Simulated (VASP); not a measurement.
Crystal: Ti.

```
Ti
1.0
     2.95000    0.00000    0.00000
    -1.47500    2.55477    0.00000
     0.00000    0.00000    4.59228
Ti
2
Direct
  0.33333 0.66667 0.25000
  0.66667 0.33333 0.75000
```

This cell differs from its parent crystal: zz strain of -2 %.

Base run:

```yaml
Program: VASP 6.6.1
Functional: PBE
Potentials_or_basis: VASP PAW PBE potentials, release 64 (Ti_sv)
Cutoff: 520 eV
k_mesh: 13 × 13 × 7
Occupations: fermi-dirac, width 0.08 eV
Spin: no spin polarisation
```

Its results: band gap on the k mesh zero (bands 12 and 13 overlap by 1.10 eV); pressure 0.4 GPa.

Q: The run is repeated on the same cell with these changes: cutoff from 520 eV to 400 eV; further incar settings from ALGO = Normal; EDIFF = 1e-07; NBANDS = 19 to ALGO = Normal; EDIFF = 1e-08; NBANDS = 19. What comes out?

A: Band gap on the k mesh zero (bands 12 and 13 overlap by 1.10 eV); pressure -0.3 GPa.
